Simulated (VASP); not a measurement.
Write the native input for VASP 6.6.1 that does the following.

| Item | Value |
| --- | --- |
| Task | relaxation of shape and atoms at fixed volume |
| Functional | PBE |
| Potentials or basis | VASP PAW PBE potentials, release 64 (Be, Se) |
| Cutoff | 600 eV |
| k mesh | 6 × 6 × 4 |
| Occupations | gaussian, width 0.02 eV |
| Spin | no spin polarisation |
| Dipole correction | no |
| Further INCAR settings | ALGO = Normal; EDIFF = 1e-06; IBRION = 2; EDIFFG = -0.01; NSW = 50; ISIF = 4 |

The structure of BeSe3 lies in POSCAR:

```
BeSe3
1.0
    5.1369779639      0.0024419824     -0.1867805194
    0.0031012367      5.1406407354      0.1094369817
   -0.4592909460     -0.9436830665      7.2482415350
Be Se
2 6
Direct
    0.9961232427      0.9977493629      0.0000939609
    0.4975763120      0.4967058924      1.0000814905
    0.7391984108      0.7045862994      0.8269562140
    0.2067728472      0.2370704614      0.8271187685
    0.2888932351      0.7914016259      0.1704718321
    0.7589176231      0.2615459695      0.1725230372
    0.0542020760      0.5570502427      0.3632852387
    0.4583162528      0.9538901459      0.6394694581
```

One way to write it, as run:

INCAR

```
SYSTEM = BeSe3
PREC = Accurate
ENCUT = 600
EDIFF = 1E-6
ISMEAR = 0
SIGMA = 0.02
LREAL = .FALSE.
LASPH = .TRUE.
NELM = 100
ALGO = Normal
ISIF = 4
LWAVE = .FALSE.
LCHARG = .FALSE.
GGA = PE
IBRION = 2
NSW = 50
EDIFFG = -0.01
```

KPOINTS

```
Automatic mesh
0
G
  6 6 4
  0 0 0
```

Potentials or basis: VASP PAW PBE potentials, release 64 (Be, Se).

The run is started by

```sh
$ cat potpaw_PBE.64/Be/POTCAR potpaw_PBE.64/Se/POTCAR > POTCAR
$ mpirun -np 1 vasp_std > vasp.out
```

Results of the run:

```yaml
Energy_gained_by_relaxing: 3.3 meV/atom
Ionic_steps: 18
Pressure_after_relaxing: 1.1 GPa
Largest_force_after_relaxing: 0.009 eV/Å
Band_gap_on_the_k_mesh: 0.50 eV (least direct gap 0.57 eV)
```

Wall time 70 min on 1 thread of Oxide Virtual Turin-like Processor, with other jobs on the host, peak memory 0.54 GiB.
